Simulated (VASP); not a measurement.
# CuO (Cc) in VASP: notebook

Runs on CuO. Level: PBE. Tasks: single point.

Everything below comes from runs of VASP 6.6.1. Logs are shortened: lines on timing, memory, paths and dates and some standing lists are left out, and cuts for length are marked.

## (1) The cell of the first run

It takes space group Cc (No. 9, monoclinic). Conventional cell: a = 4.689 Å, b = 3.427 Å, c = 5.132 Å, α = 90.00°, β = 99.65°, γ = 90.00°. Within 2.5 Å of Cu (site symmetry 1) lie 4 O at 1.91 to 2.02 Å. Within 2.5 Å of O (site symmetry 1) lie 4 Cu at 1.91 to 2.02 Å.

## (2) Single point, PBE, collinear spin

INCAR

```
SYSTEM = CuO
PREC = Accurate
ENCUT = 520
EDIFF = 1E-6
ISMEAR = -1
SIGMA = 0.03
LREAL = .False.
LASPH = .True.
NELM = 150
ALGO = Normal
ISIF = 2
LWAVE = .False.
LCHARG = .True.
ISPIN = 2
MAGMOM = 0.6 0.6 0 0
LORBIT = 11
NUPDOWN = 1.2
LMAXMIX = 4
GGA = PE
LELF = .True.
LVHAR = .True.
NBANDS = 29
```

KPOINTS

```
regular mesh
0
Gamma
  7 7 4
  0 0 0
```

POSCAR

```
CuO
1.0
    2.3446500000     -1.7134000000      0.0000000000
    2.3446500000      1.7134000000      0.0000000000
   -0.8605500000      0.0000000000      5.0594400000
Cu O
2 2
Direct
    0.0032000000      0.4968000000      0.0000000000
    0.4968000000      0.0032000000      0.5000000000
    0.5714000000      0.4056000000      0.2537000000
    0.4056000000      0.5714000000      0.7537000000
```

Potentials or basis: VASP PAW PBE potentials, release 64 (Cu, O).

The run is started by

```bash
$ cat potpaw_PBE.64/Cu/POTCAR potpaw_PBE.64/O/POTCAR > POTCAR
$ mpirun -np 1 vasp_std > vasp.out
```

OUTCAR:

```text
SYSTEM = CuO
   PREC = Accurate
   ENCUT = 520
   EDIFF = 1E-6
   ISMEAR = -1
   LREAL = .False.
   LASPH = .True.
   NELM = 150
   ISIF = 2
   ISPIN = 2
   LORBIT = 11
   NUPDOWN = 1.2
   GGA = PE

 ion  position               nearest neighbor table
   1  0.003  0.497  0.000-   4 1.91   3 1.93   4 1.98   3 2.02
   2  0.497  0.003  0.500-   3 1.91   4 1.93   3 1.98   4 2.02
   3  0.571  0.406  0.254-   2 1.91   1 1.93   2 1.98   1 2.02
   4  0.406  0.571  0.754-   1 1.91   2 1.93   1 1.98   2 2.02

  LATTYP: Found a base centered monoclinic cell.
 ALAT       =     4.6893000000
 B/A-ratio  =     0.7307700510
 C/A-ratio  =     1.0944283424
 COS(beta)  =    -0.1676798048

  Lattice vectors:

 A1 = (   2.3446500000,  -1.7134000000,   0.0000000000)
 A2 = (   2.3446500000,   1.7134000000,   0.0000000000)
 A3 = (  -0.8605500000,   0.0000000000,   5.0594400000)

Analysis of symmetry for initial positions (statically):
=====================================================================
 Subroutine PRICEL returns:
 Original cell was already a primitive cell.

 Routine SETGRP: Setting up the symmetry group for a
 base centered monoclinic supercell.

 Subroutine GETGRP returns: Found  2 space group operations
 (whereof  1 operations were pure point group operations)
 out of a pool of  4 trial point group operations.

The static configuration has the point symmetry C_1 .
 The point group associated with its full space group is C_1h.

Analysis of symmetry for dynamics (positions and initial velocities):
=====================================================================
 Subroutine PRICEL returns:
 Original cell was already a primitive cell.

 Routine SETGRP: Setting up the symmetry group for a
 base centered monoclinic supercell.

 Subroutine GETGRP returns: Found  2 space group operations
 (whereof  1 operations were pure point group operations)
 out of a pool of  4 trial point group operations.

The dynamic configuration has the point symmetry C_1 .
 The point group associated with its full space group is C_1h.

Analysis of structural, dynamic, and magnetic symmetry:
=====================================================================
 Subroutine PRICEL returns:
 Original cell was already a primitive cell.

 Routine SETGRP: Setting up the symmetry group for a
 base centered monoclinic supercell.

 Subroutine GETGRP returns: Found  2 space group operations
 (whereof  1 operations were pure point group operations)
 out of a pool of  4 trial point group operations.

The overall configuration has the point symmetry C_1 .
 The point group associated with its full space group is C_1h.

 Subroutine INISYM returns: Found  2 space group operations
 (whereof  1 operations are pure point group operations),
 and found     1 'primitive' translations

----------------------------------------------------------------------------------------

                                     Primitive cell

  volume of cell :      40.6508

  direct lattice vectors                    reciprocal lattice vectors
     2.344650000 -1.713400000  0.000000000     0.213251445 -0.291817439  0.036271510
     2.344650000  1.713400000  0.000000000     0.213251445  0.291817439  0.036271510
    -0.860550000  0.000000000  5.059440000     0.000000000  0.000000000  0.197650333

  length of vectors
     2.903984019  2.903984019  5.132102826     0.363248151  0.363248151  0.197650333

  position of ions in fractional coordinates (direct lattice)
     0.003200000  0.496800000  0.000000000
     0.496800000  0.003200000  0.500000000
     0.571400000  0.405600000  0.253700000
     0.405600000  0.571400000  0.753700000

  ion indices of the primitive-cell ions
   primitive index   ion index
                 1           1
                 2           2
                 3           3
                 4           4

----------------------------------------------------------------------------------------

 KPOINTS: regular mesh

Automatic generation of k-mesh.
 Grid dimensions read from file:
 generate k-points for:    7    7    4

 Generating k-lattice:

  Cartesian coordinates                     Fractional coordinates (reciprocal lattice)
     0.030464492 -0.041688206  0.005181644     0.142857143 -0.000000000  0.000000000
     0.030464492  0.041688206  0.005181644    -0.000000000  0.142857143  0.000000000
     0.000000000  0.000000000  0.049412583     0.000000000  0.000000000  0.250000000

  Length of vectors
     0.051892593  0.051892593  0.049412583

  Shift w.r.t. Gamma in fractional coordinates (k-lattice)
     0.000000000  0.000000000  0.000000000

 Subroutine IBZKPT returns following result:
 ===========================================

 Found     60 irreducible k-points:

 Following reciprocal coordinates:
            Coordinates               Weight
  0.000000  0.000000  0.000000      1.000000
  0.142857  0.000000 -0.000000      4.000000
  0.285714  0.000000 -0.000000      4.000000
  0.428571  0.000000  0.000000      4.000000
  0.142857  0.142857 -0.000000      2.000000
  0.285714  0.142857  0.000000      4.000000
[... 16 lines left out ...]
 -0.142857  0.000000  0.250000      4.000000
  0.142857  0.142857  0.250000      2.000000
 [... further k-points ...]
   k-points           NKPTS =     60   k-points in BZ     NKDIM =     60   number of bands    NBANDS=     29
   number of dos      NEDOS =    301   number of ions     NIONS =      4
   total plane-waves  NPLWV =  23040
   dimension x,y,z NGX =    24 NGY =   24 NGZ =   40
   dimension x,y,z NGXF=    48 NGYF=   48 NGZF=   80
   ions per type =               2   2
   NGX,Y,Z   is equivalent  to a cutoff of  13.74, 13.74, 12.96 a.u.
   NGXF,Y,Z  is equivalent  to a cutoff of  27.48, 27.48, 25.91 a.u.
 SYSTEM =  CuO
   PREC   = accura    normal or accurate (medium, high low for compatibility)
   ISTART =      0    job   : 0-new  1-cont  2-samecut
   ICHARG =      2    charge: 1-file 2-atom 10-const
   ISPIN  =      2    spin polarized calculation?
   LNONCOLLINEAR =      F non collinear calculations
   LSORBIT =      F    spin-orbit coupling
   LASPH  =      T    aspherical Exc in radial PAW
   ENCUT  =  520.0 eV  38.22 Ry    6.18 a.u.   5.40  5.40  9.54*2*pi/ulx,y,z
   NELM   =    150;   NELMIN=  2; NELMDL= -5     # of ELM steps
   EDIFF  = 0.1E-05   stopping-criterion for ELM
   LREAL  =      F    real-space projection
   EDIFFG = 0.1E-04   stopping-criterion for IOM
   NSW    =      0    number of steps for IOM
   IBRION =     -1    ionic relax: 0-MD 1-quasi-New 2-CG
   NFREE  =      0    steps in history (QN), initial steepest desc. (CG)
   ISIF   =      2    stress and relaxation
   ISYM   =      2    0-nonsym 1-usesym 2-fastsym
   POTIM  = 0.5000    time-step for ionic-motion
   TEBEG  =    0.0;   TEEND  =   0.0 temperature during run
   PSTRESS=    0.0 pullay stress
   NELECT =      34.0000    total number of electrons
   NUPDOWN=       1.2000    fix difference up-down
   EMIN   =  10.00;   EMAX   =-10.00  energy-range for DOS
   EFERMI =   0.00;   METHOD = LEGACY
   ISMEAR =    -1;   SIGMA  =   0.03  broadening in eV -4-tet -1-fermi 0-gaus
   EFERMI_NEDOS =   21; number of points for ismear=-14 and -15
   IALGO  =     38    algorithm
   IMIX   =      4    mixing-type and parameters
     AMIX     =   0.40;   BMIX     =  1.00
     AMIX_MAG =   1.60;   BMIX_MAG =  1.00
  volume/ion in A,a.u.               =      10.16        68.58
  Fermi-wavevector in a.u.,A,eV,Ry     =   1.542451  2.914810 32.370373  2.379155
  Thomas-Fermi vector in A             =   2.648254
   LORBIT       =     11    0 simple, 1 ext, 2 COOP (PROOUT), +10 PAW based schemes
   GGA     = PE    functional components
   LHFCALC =     F    Hartree Fock is set to
   AEXX    =    0.0000 exact exchange contribution
   IVDW    =     0    specifies the selected vdW correction
   LEPSILON=     F    determine dielectric tensor
   LRPA    =     F    only Hartree local field effects (RPA)
 spin polarized calculation
  energy-cutoff  :      520.00
  volume of cell :       40.65
 maximum number of plane-waves:      1129
 NGX is ok and might be reduce to    24
   NGX = 11   NGY = 11   NGZ = 19

 number of electron      33.9999999 magnetization       1.2000001

 Free energy of the ion-electron system (eV)
  ---------------------------------------------------
  ext. energy  EPLUGINS =         0.00000000
  ---------------------------------------------------
  free energy    TOTEN  =       -19.37850703 eV

  energy without entropy =      -19.37137963  energy(sigma->0) =      -19.37494333

 E-fermi :   5.4848     XC(G=0): -11.8977

 val. band max:        5.7896586243   @ k =  -0.1429   0.0000   0.2500
 cond. band min:       5.5021062346   @ k =   0.2857   0.1429   0.2500
 fundamental gap:     -0.2875523897
 Fermi energy:         5.7923278167

 spin component 1

 k-point     1 :       0.0000    0.0000    0.0000
  band No.  band energies     occupation
      1     -14.3217      1.00000
      2     -13.0192      1.00000
      3      -2.5237      1.00000
      4      -0.1295      1.00000
      5       0.2274      1.00000
      6       2.1043      1.00000
[... 21 lines left out ...]
     28      24.2863      0.00000
     29      26.1628      0.00000

 k-point     2 :       0.1429    0.0000   -0.0000
  band No.  band energies     occupation
      1     -14.1896      1.00000
      2     -12.9780      1.00000
      3      -2.3088      1.00000
      4      -0.1552      1.00000
      5       0.1922      1.00000
      6       1.0056      1.00000
[... 21 lines left out ...]
     28      24.3531      0.00000
     29      26.6070      0.00000

 k-point     3 :       0.2857    0.0000   -0.0000
  band No.  band energies     occupation
      1     -13.8725      1.00000
      2     -12.8842      1.00000
      3      -1.8124      1.00000
      4      -0.5091      1.00000
      5      -0.2045      1.00000
      6       0.2024      1.00000
[... 638 lines left out ...]
      5       0.1678      1.00000
      6       1.0771      1.00000
[... 21 lines left out ...]
     28      25.0664      0.00000
     29      25.3420      0.00000

 k-point    24 :       0.1429    0.1429    0.2500
  band No.  band energies     occupation
      1     -13.9270      1.00000
      2     -13.2034      1.00000
      3      -1.6915      1.00000
      4       0.0095      1.00000
      5       0.1017      1.00000
      6       0.9405      1.00000
[... 21 lines left out ...]
     28      23.9842      0.00000
     29      25.8177      0.00000

 [... further k-points ...]

 spin component 2

 k-point     1 :       0.0000    0.0000    0.0000
  band No.  band energies     occupation
      1     -13.9953      1.00000
      2     -12.6511      1.00000
      3      -2.3046      1.00000
      4       0.4273      1.00000
      5       0.7660      1.00000
      6       2.3814      1.00000
[... 21 lines left out ...]
     28      24.3810      0.00000
     29      26.2261      0.00000

 k-point     2 :       0.1429    0.0000   -0.0000
  band No.  band energies     occupation
      1     -13.8588      1.00000
      2     -12.6071      1.00000
      3      -2.0824      1.00000
      4       0.3785      1.00000
      5       0.7103      1.00000
      6       1.3010      1.00000
[... 21 lines left out ...]
     28      24.4199      0.00000
     29      26.7076      0.00000

 k-point     3 :       0.2857    0.0000   -0.0000
  band No.  band energies     occupation
      1     -13.5303      1.00000
      2     -12.5066      1.00000
      3      -1.5660      1.00000
      4      -0.2792      1.00000
      5       0.2288      1.00000
      6       0.7625      1.00000
[... 638 lines left out ...]
      5       0.7252      1.00000
      6       1.3701      1.00000
[... 21 lines left out ...]
     28      25.1579      0.00000
     29      25.4040      0.00000

 k-point    24 :       0.1429    0.1429    0.2500
  band No.  band energies     occupation
      1     -13.5883      1.00000
      2     -12.8412      1.00000
      3      -1.4159      1.00000
      4       0.5107      1.00000
      5       0.6123      1.00000
      6       1.2122      1.00000
[... 21 lines left out ...]
     28      24.0304      0.00000
     29      25.9102      0.00000

 [... further k-points ...]

------------------------ aborting loop because EDIFF is reached ----------------------------------------

  FORCE on cell =-STRESS in cart. coord.  units (eV):
  Direction    XX          YY          ZZ          XY          YZ          ZX
  --------------------------------------------------------------------------------------
  -------------------------------------------------------------------------------------
  Total        1.5852237      1.9145223      1.7853650      0.0000000      0.0000000     -0.2028908
  in kB       62.4786896     75.4573913     70.3668937      0.0000000      0.0000000     -7.9965677
  external PRESSURE =      69.4343248 kB  Pullay stress =       0.0000000 kB

 VOLUME and BASIS-vectors are now :
 -----------------------------------------------------------------------------
  energy-cutoff  :      520.00
  volume of cell :       40.65
      direct lattice vectors                 reciprocal lattice vectors
     2.344650000 -1.713400000  0.000000000     0.213251445 -0.291817439  0.036271510
     2.344650000  1.713400000  0.000000000     0.213251445  0.291817439  0.036271510
    -0.860550000  0.000000000  5.059440000     0.000000000  0.000000000  0.197650333

 POSITION                                       TOTAL-FORCE (eV/Angst)
 -----------------------------------------------------------------------------------
      1.17233      0.84573      0.00000        -0.696796      0.334568      0.273560
      0.74205     -0.84573      2.52972        -0.696796     -0.334568      0.273560
      2.07240     -0.28408      1.28358         0.696796      0.209793     -0.273560
      1.64213      0.28408      3.81330         0.696796     -0.209793     -0.273560
 -----------------------------------------------------------------------------------
    total drift:                               -0.000234      0.000000     -0.000477

  FREE ENERGIE OF THE ION-ELECTRON SYSTEM (eV)
  ---------------------------------------------------
  free  energy   TOTEN  =       -19.3785070342 eV

  energy  without entropy=      -19.3713796345  energy(sigma->0) =      -19.37494333

 total charge

# of ion       s       p       d       tot
------------------------------------------
    1        0.380   0.387   9.129   9.897
    2        0.380   0.387   9.129   9.897
    3        1.572   3.397   0.000   4.969
    4        1.572   3.397   0.000   4.969
--------------------------------------------------
tot          3.904   7.569  18.258  29.731

 magnetization (x)

# of ion       s       p       d       tot
------------------------------------------
    1       -0.003   0.003   0.368   0.369
    2       -0.003   0.003   0.368   0.369
    3        0.011   0.193   0.000   0.204
    4        0.011   0.193   0.000   0.204
--------------------------------------------------
tot          0.017   0.392   0.737   1.146
```

It took 4 min on 1 thread of Intel Xeon 8259CL, shared host; peak memory 0.24 GiB.

What came out:

```yaml
Free_energy: -19.3785 eV
Pressure: 6.9 GPa
Largest_force: 0.820 eV/Å
Net_moment: 1.20 μB per cell
Site_moments: Cu +0.37; O +0.20 μB
Valence_electrons_inside_the_program's_atomic_spheres: Cu 9.90; O 4.97
```

Forces in eV/Å, atoms in the order of the input:
```
Cu  -0.697  0.335  0.274
Cu  -0.697 -0.335  0.274
O    0.697  0.210 -0.274
O    0.697 -0.210 -0.274
```

Caveat: the cell stands under pressure; the total moment is fixed, so each spin has its own Fermi level.

## (3) Single point, PBE, collinear spin

INCAR

```
SYSTEM = CuO
ALGO = Normal
EDIFF = 1E-7
ENCUT = 520
GGA = PE
ISIF = 2
ISMEAR = -1
ISPIN = 2
LASPH = .True.
LCHARG = .False.
LMAXMIX = 4
LORBIT = 11
LREAL = .False.
LWAVE = .False.
MAGMOM = 0.075 0.075 0 0
NBANDS = 29
NELM = 150
NUPDOWN = 0.15
PREC = Accurate
SIGMA = 0.03
```

KPOINTS

```
k-points
0
Gamma
  7 7 4
  0 0 0
```

POSCAR is that of step 2.

Potentials or basis: VASP PAW PBE potentials, release 64 (Cu, O).

The run is started by

```bash
$ cat potpaw_PBE.64/Cu/POTCAR potpaw_PBE.64/O/POTCAR > POTCAR
$ mpirun -np 1 vasp_std > vasp.out
```

Wall time 3.2 min (1 thread of Intel Xeon 8259CL, shared host); peak memory 0.24 GiB.

It converged, with:

| Quantity | Value |
| --- | --- |
| Free energy | -19.4828 eV |
| Pressure | 6.4 GPa |
| Largest force | 0.787 eV/Å |
| Net moment | 0.15 μB per cell |
| Site moments | Cu +0.05; O +0.03 μB |
| Valence electrons inside the program's atomic spheres | Cu 9.91; O 4.96 |

Forces on the atoms (eV/Å):
```
Cu  -0.649  0.365  0.254
Cu  -0.649 -0.365  0.254
O    0.649  0.287 -0.254
O    0.649 -0.287 -0.254
```

Stress tensor (GPa, compression positive):
```
 6.32  0.00 -1.80
 0.00  6.95  0.00
-1.80  0.00  5.87
```

Caveat: the cell stands under pressure; the total moment is fixed, so each spin has its own Fermi level.

[end of part 1 of 2]
